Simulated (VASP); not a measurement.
# SnTe in VASP: single point with PBEsol

Aim: the single point of SnTe with PBEsol.

Program: VASP 6.6.1. These are calculated values, not measurements. Logs are shortened: lines on timing, memory, paths and dates and some standing lists are left out, and cuts for length are marked.

**1. The cell of the first run**

The cell holds a slab with vacuum, 8 atoms: a = 4.444 Å, b = 4.444 Å, c = 22.427 Å, α = 90.00°, β = 90.00°, γ = 90.00°.

**2. Single point, PBEsol**

INCAR

```
SYSTEM = SnTe
PREC = Accurate ; ENCUT = 520
EDIFF = 1E-6 ; ISMEAR = -1
SIGMA = 0.05 ; LREAL = .FALSE.
LASPH = .TRUE. ; NELM = 60
ALGO = Normal ; ISIF = 2
LWAVE = .FALSE. ; LCHARG = .TRUE.
GGA = PS ; LELF = .TRUE.
LVHAR = .TRUE. ; NBANDS = 50
```

KPOINTS

```
regular mesh
0
G
  6 6 1
  0 0 0
```

POSCAR

```
SnTe
1.0
    3.1422500000      3.1422500000      0.0000000000
   -3.1422500000      3.1422500000      0.0000000000
    0.0000000000      0.0000000000     22.4267490000
Te Sn
4 4
Direct
    0.5012720000      0.5007740000      0.2884800000
    0.5024680000      0.5003200000      0.5694340000
    0.0012250000      0.9992370000      0.4306610000
    0.0024530000      0.0002800000      0.7115090000
    0.9982730000      0.9987410000      0.2991980000
    0.0026410000      0.0003930000      0.5790630000
    0.5003030000      0.5002710000      0.4209810000
    0.5040760000      0.5011250000      0.7009040000
```

Potentials or basis: VASP PAW PBE potentials, release 64 (Te, Sn_d).

Run with:

```bash
$ cat potpaw_PBE.64/Te/POTCAR potpaw_PBE.64/Sn_d/POTCAR > POTCAR
$ mpirun -np 1 vasp_std > vasp.out
```

OUTCAR:

```text
SYSTEM = SnTe
   PREC = Accurate
   ENCUT = 520
   EDIFF = 1E-6
   ISMEAR = -1
   LREAL = .FALSE.
   LASPH = .TRUE.
   NELM = 60
   ISIF = 2
   GGA = PS

 ion  position               nearest neighbor table
   1  0.501  0.501  0.288-   7 2.97   5 3.14   5 3.15   5 3.15   5 3.17
   2  0.502  0.500  0.569-   8 2.95   6 3.15   6 3.15   6 3.15   6 3.15   7 3.33
   3  0.001  0.999  0.431-   5 2.95   7 3.14   7 3.15   7 3.15   7 3.16   6 3.33
   4  0.002  0.000  0.712-   6 2.97   8 3.14   8 3.15   8 3.15   8 3.16
   5  0.998  0.999  0.299-   3 2.95   1 3.14   1 3.15   1 3.15   1 3.17
   6  0.003  0.000  0.579-   4 2.97   2 3.15   2 3.15   2 3.15   2 3.15   3 3.33
   7  0.500  0.500  0.421-   1 2.97   3 3.14   3 3.15   3 3.15   3 3.16   2 3.33
   8  0.504  0.501  0.701-   2 2.95   4 3.14   4 3.15   4 3.15   4 3.16

  LATTYP: Found a simple tetragonal cell.
 ALAT       =     4.4438125664
 C/A-ratio  =     5.0467360324

  Lattice vectors:

 A1 = (   3.1422500000,   3.1422500000,   0.0000000000)
 A2 = (  -3.1422500000,   3.1422500000,   0.0000000000)
 A3 = (   0.0000000000,   0.0000000000,  22.4267490000)

Analysis of symmetry for initial positions (statically):
=====================================================================
 Subroutine PRICEL returns:
 Original cell was already a primitive cell.

 Routine SETGRP: Setting up the symmetry group for a
 simple tetragonal supercell.

 Subroutine GETGRP returns: Found  1 space group operations
 (whereof  1 operations were pure point group operations)
 out of a pool of 16 trial point group operations.

The static configuration has the point symmetry C_1 .

Analysis of symmetry for dynamics (positions and initial velocities):
=====================================================================
 Subroutine PRICEL returns:
 Original cell was already a primitive cell.

 Routine SETGRP: Setting up the symmetry group for a
 simple tetragonal supercell.

 Subroutine GETGRP returns: Found  1 space group operations
 (whereof  1 operations were pure point group operations)
 out of a pool of 16 trial point group operations.

The dynamic configuration has the point symmetry C_1 .

 Subroutine INISYM returns: Found  1 space group operations
 (whereof  1 operations are pure point group operations),
 and found     1 'primitive' translations

----------------------------------------------------------------------------------------

                                     Primitive cell

  volume of cell :     442.8716

  direct lattice vectors                    reciprocal lattice vectors
     3.142250000  3.142250000  0.000000000     0.159121649  0.159121649  0.000000000
    -3.142250000  3.142250000  0.000000000    -0.159121649  0.159121649  0.000000000
     0.000000000  0.000000000 22.426749000     0.000000000  0.000000000  0.044589610

  length of vectors
     4.443812566  4.443812566 22.426749000     0.225031993  0.225031993  0.044589610

  position of ions in fractional coordinates (direct lattice)
     0.501272000  0.500774000  0.288480000
     0.502468000  0.500320000  0.569434000
     0.001225000  0.999237000  0.430661000
     0.002453000  0.000280000  0.711509000
     0.998273000  0.998741000  0.299198000
     0.002641000  0.000393000  0.579063000
     0.500303000  0.500271000  0.420981000
     0.504076000  0.501125000  0.700904000

  ion indices of the primitive-cell ions
   primitive index   ion index
                 1           1
                 2           2
                 3           3
                 4           4
                 5           5
                 6           6
                 7           7
                 8           8

----------------------------------------------------------------------------------------

 KPOINTS: regular mesh

Automatic generation of k-mesh.
 Grid dimensions read from file:
 generate k-points for:    6    6    1

 Generating k-lattice:

  Cartesian coordinates                     Fractional coordinates (reciprocal lattice)
     0.026520275  0.026520275  0.000000000     0.166666667  0.000000000  0.000000000
    -0.026520275  0.026520275  0.000000000     0.000000000  0.166666667  0.000000000
     0.000000000  0.000000000  0.044589610     0.000000000  0.000000000  1.000000000

  Length of vectors
     0.037505332  0.037505332  0.044589610

  Shift w.r.t. Gamma in fractional coordinates (k-lattice)
     0.000000000  0.000000000  0.000000000

 Subroutine IBZKPT returns following result:
 ===========================================

 Found     20 irreducible k-points:

 Following reciprocal coordinates:
            Coordinates               Weight
  0.000000  0.000000  0.000000      1.000000
  0.166667  0.000000  0.000000      2.000000
  0.000000  0.166667  0.000000      2.000000
  0.333333  0.000000  0.000000      2.000000
  0.000000  0.333333  0.000000      2.000000
  0.500000  0.000000  0.000000      1.000000
[... 12 lines left out ...]
 -0.333333  0.500000  0.000000      2.000000
  0.500000  0.500000  0.000000      1.000000
   k-points           NKPTS =     20   k-points in BZ     NKDIM =     20   number of bands    NBANDS=     50
   number of dos      NEDOS =    301   number of ions     NIONS =      8
   total plane-waves  NPLWV = 217728
   dimension x,y,z NGX =    36 NGY =   36 NGZ =  168
   dimension x,y,z NGXF=    72 NGYF=   72 NGZF=  336
   ions per type =               4   4
   NGX,Y,Z   is equivalent  to a cutoff of  13.47, 13.47, 12.45 a.u.
   NGXF,Y,Z  is equivalent  to a cutoff of  26.94, 26.94, 24.91 a.u.
 SYSTEM =  SnTe
   PREC   = accura    normal or accurate (medium, high low for compatibility)
   ISTART =      0    job   : 0-new  1-cont  2-samecut
   ICHARG =      2    charge: 1-file 2-atom 10-const
   ISPIN  =      1    spin polarized calculation?
   LNONCOLLINEAR =      F non collinear calculations
   LSORBIT =      F    spin-orbit coupling
   LASPH  =      T    aspherical Exc in radial PAW
   ENCUT  =  520.0 eV  38.22 Ry    6.18 a.u.   8.26  8.26 41.70*2*pi/ulx,y,z
   NELM   =     60;   NELMIN=  2; NELMDL= -5     # of ELM steps
   EDIFF  = 0.1E-05   stopping-criterion for ELM
   LREAL  =      F    real-space projection
   EDIFFG = 0.1E-04   stopping-criterion for IOM
   NSW    =      0    number of steps for IOM
   IBRION =     -1    ionic relax: 0-MD 1-quasi-New 2-CG
   NFREE  =      0    steps in history (QN), initial steepest desc. (CG)
   ISIF   =      2    stress and relaxation
   ISYM   =      2    0-nonsym 1-usesym 2-fastsym
   POTIM  = 0.5000    time-step for ionic-motion
   TEBEG  =    0.0;   TEEND  =   0.0 temperature during run
   PSTRESS=    0.0 pullay stress
   NELECT =      80.0000    total number of electrons
   NUPDOWN=      -1.0000    fix difference up-down
   EMIN   =  10.00;   EMAX   =-10.00  energy-range for DOS
   EFERMI =   0.00;   METHOD = LEGACY
   ISMEAR =    -1;   SIGMA  =   0.05  broadening in eV -4-tet -1-fermi 0-gaus
   EFERMI_NEDOS =   21; number of points for ismear=-14 and -15
   IALGO  =     38    algorithm
   IMIX   =      4    mixing-type and parameters
     AMIX     =   0.40;   BMIX     =  1.00
     AMIX_MAG =   1.60;   BMIX_MAG =  1.00
  volume/ion in A,a.u.               =      55.36       373.58
  Fermi-wavevector in a.u.,A,eV,Ry     =   0.925434  1.748817 11.652418  0.856429
  Thomas-Fermi vector in A             =   2.051288
   LORBIT       =      0    0 simple, 1 ext, 2 COOP (PROOUT), +10 PAW based schemes
   GGA     = PS    functional components
   LHFCALC =     F    Hartree Fock is set to
   AEXX    =    0.0000 exact exchange contribution
   IVDW    =     0    specifies the selected vdW correction
   LEPSILON=     F    determine dielectric tensor
   LRPA    =     F    only Hartree local field effects (RPA)
 non-spin polarized calculation
  energy-cutoff  :      520.00
  volume of cell :      442.87
 maximum number of plane-waves:     11999
 NGX is ok and might be reduce to    36
   NGX = 17   NGY = 17   NGZ = 83

 number of electron      79.9999966 magnetization

 Free energy of the ion-electron system (eV)
  ---------------------------------------------------
  ext. energy  EPLUGINS =         0.00000000
  ---------------------------------------------------
  free energy    TOTEN  =       -32.79855547 eV

  energy without entropy =      -32.79849251  energy(sigma->0) =      -32.79852399

 E-fermi :   2.1938     XC(G=0):  -5.9235

 val. band max:        1.7746444998   @ k =   0.3333   0.0000   0.0000
 cond. band min:       2.6461495033   @ k =   0.0000   0.3333   0.0000
 fundamental gap:      0.8715050035
 Fermi energy:         2.1938487728

 k-point     1 :       0.0000    0.0000    0.0000
  band No.  band energies     occupation
      1     -19.6757      2.00000
      2     -19.6750      2.00000
      3     -19.6435      2.00000
      4     -19.6435      2.00000
      5     -19.6431      2.00000
      6     -19.6430      2.00000
[... 42 lines left out ...]
     49       5.7408      0.00000
     50       5.8076      0.00000

 k-point     2 :       0.1667    0.0000    0.0000
  band No.  band energies     occupation
      1     -19.6740      2.00000
      2     -19.6734      2.00000
      3     -19.6440      2.00000
      4     -19.6439      2.00000
      5     -19.6435      2.00000
      6     -19.6435      2.00000
[... 42 lines left out ...]
     49       5.1550      0.00000
     50       5.3393      0.00000

 k-point     3 :       0.0000    0.1667    0.0000
  band No.  band energies     occupation
      1     -19.6740      2.00000
      2     -19.6734      2.00000
      3     -19.6440      2.00000
      4     -19.6439      2.00000
      5     -19.6435      2.00000
      6     -19.6435      2.00000
[... 890 lines left out ...]
     49       6.1069      0.00000
     50       6.1095      0.00000

 k-point    20 :       0.5000    0.5000    0.0000
  band No.  band energies     occupation
      1     -19.6687      2.00000
      2     -19.6684      2.00000
      3     -19.6549      2.00000
      4     -19.6544      2.00000
      5     -19.6464      2.00000
      6     -19.6464      2.00000
[... 42 lines left out ...]
     49       7.2090      0.00000
     50       7.2096      0.00000

------------------------ aborting loop because EDIFF is reached ----------------------------------------

  FORCE on cell =-STRESS in cart. coord.  units (eV):
  Direction    XX          YY          ZZ          XY          YZ          ZX
  --------------------------------------------------------------------------------------
  -------------------------------------------------------------------------------------
  Total        0.3895874      0.3933420      0.2075834     -0.0001978      0.0114716     -0.0124443
  in kB        1.4094112      1.4229943      0.7509750     -0.0007157      0.0415010     -0.0450199
  external PRESSURE =       1.1944602 kB  Pullay stress =       0.0000000 kB

 VOLUME and BASIS-vectors are now :
 -----------------------------------------------------------------------------
  energy-cutoff  :      520.00
  volume of cell :      442.87
      direct lattice vectors                 reciprocal lattice vectors
     3.142250000  3.142250000  0.000000000     0.159121649  0.159121649  0.000000000
    -3.142250000  3.142250000  0.000000000    -0.159121649  0.159121649  0.000000000
     0.000000000  0.000000000 22.426749000     0.000000000  0.000000000  0.044589610

 POSITION                                       TOTAL-FORCE (eV/Angst)
 -----------------------------------------------------------------------------------
      0.00156      3.14868      6.46967         0.003853     -0.010872     -0.032559
      0.00675      3.15101     12.77055         0.000432     -0.001807      0.006046
     -3.13600      3.14370      9.65833        -0.008331      0.009469     -0.007174
      0.00683      0.00859     15.95683         0.001445      0.004655      0.038156
     -0.00147      6.27512      6.71004        -0.000881      0.007948     -0.003569
      0.00706      0.00953     12.98650        -0.000187      0.001133     -0.031826
      0.00010      3.14405      9.44124         0.005398     -0.006298      0.029870
      0.00927      3.15859     15.71900        -0.001729     -0.004229      0.001055
 -----------------------------------------------------------------------------------
    total drift:                                0.000308      0.000567      0.000207

  FREE ENERGIE OF THE ION-ELECTRON SYSTEM (eV)
  ---------------------------------------------------
  free  energy   TOTEN  =       -32.7985554667 eV

  energy  without entropy=      -32.7984925146  energy(sigma->0) =      -32.79852399
```

It took 9.8 min on 1 thread of Intel Xeon Platinum 8488C (Sapphire Rapids), shared host; peak memory 0.68 GiB.

Results:

```
Free energy            : -32.7986 eV
Largest force          : 0.038 eV/Å
Band gap on the k mesh : 0.87 eV
```

Forces on the atoms (eV/Å):
```
Te   0.004 -0.011 -0.033
Te   0.000 -0.002  0.006
Te  -0.008  0.009 -0.007
Te   0.001  0.005  0.038
Sn  -0.001  0.008 -0.004
Sn   0.000  0.001 -0.032
Sn   0.005 -0.006  0.030
Sn  -0.002 -0.004  0.001
```

Caveat: the PAW data sets were made with another functional, which shifts forces and pressure a little; spin-orbit coupling is left out, which moves the levels of the heavy elements.
